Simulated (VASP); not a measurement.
A run of VASP 6.6.1 is set up as follows.

INCAR

```
PREC = Accurate ; ENCUT = 520
EDIFF = 1E-7 ; ISMEAR = -1
SIGMA = 0.1 ; LREAL = False
LASPH = True ; NELM = 80
ALGO = Normal ; ISIF = 2
LWAVE = False ; LCHARG = False
GGA = PS ; NBANDS = 47
```

Contents of KPOINTS:

```
Automatic mesh
0
Gamma
  5 5 2
```

POSCAR

```
MnSbSe2S
1.0
    0.0000000000      3.8280780000      0.0000000000
    6.3165800000     -1.9140390000      0.0000000000
    0.2124370000      0.0000000000     -9.5823070000
S Sb Se Mn
2 2 4 2
Direct
    0.3633600000      0.7267200000      0.9229000000
    0.6366400000      0.2732800000      0.0771000000
    0.2938500000      0.5877000000      0.3152400000
    0.7061500000      0.4123000000      0.6847600000
    0.0744200000      0.1488400000      0.7419900000
    0.9255800000      0.8511600000      0.2580100000
    0.3611000000      0.7222000000      0.5547700000
    0.6389000000      0.2778000000      0.4452300000
    0.0000000000      0.0000000000      0.5000000000
    0.0000000000      0.0000000000      0.0000000000
```

Potentials or basis: VASP PAW PBE potentials, release 64 (S, Sb, Se, Mn_pv).

Run with:

```bash
$ cat potpaw_PBE.64/S/POTCAR potpaw_PBE.64/Sb/POTCAR potpaw_PBE.64/Se/POTCAR potpaw_PBE.64/Mn_pv/POTCAR > POTCAR
$ mpirun -np 1 vasp_std > vasp.out
```

(1) Estimate the band gap on the k mesh.

(2) Predict the pressure.

## Answers

(1) zero (bands 36 and 37 overlap by 0.14 eV).

(2) -4.9 GPa.

Caveat: the cell stands under tension; the PAW data sets were made with another functional, which shifts forces and pressure a little; spin-orbit coupling is left out, which moves the levels of the heavy elements; the run has no spin polarisation, though such a crystal can be magnetic; semilocal functionals often make such compounds metallic where correlation or magnetic order opens a gap, which also shifts bond lengths.
